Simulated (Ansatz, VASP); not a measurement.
LiH in VASP and in Ansatz

```
Li H
1.0
     2.50601    0.00000    0.00000
     0.00000    2.50601    0.00000
     0.00000    0.00000    2.50601
Li H
1 1
Cartesian
  0.0000 0.0000 0.0000
  1.2530 1.2530 1.2530
```

Alike in both runs: task single point; functional PBE; k mesh 8 × 8 × 8; no spin polarisation.

|  | VASP | Ansatz |
| --- | --- | --- |
| version | VASP 6.6.1 | Ansatz 0.2.0 |
| potentials or method | VASP PAW PBE potentials, release 64 (Li_sv, H) | plane waves, PAW |
| plane-wave cutoff (eV) | 520 | 420 |
| occupations | gaussian, width 0.01 eV | fixed |
| valence electrons in the cell | 4 | 4 |

|  | VASP | Ansatz | Ansatz less VASP |
| --- | --- | --- | --- |
| gap on the k mesh at the Fermi level (eV) | 0.73 | 0.71 | -0.025 |

Noted on VASP's run: the cutoff is short for stress, so the pressure is rough.
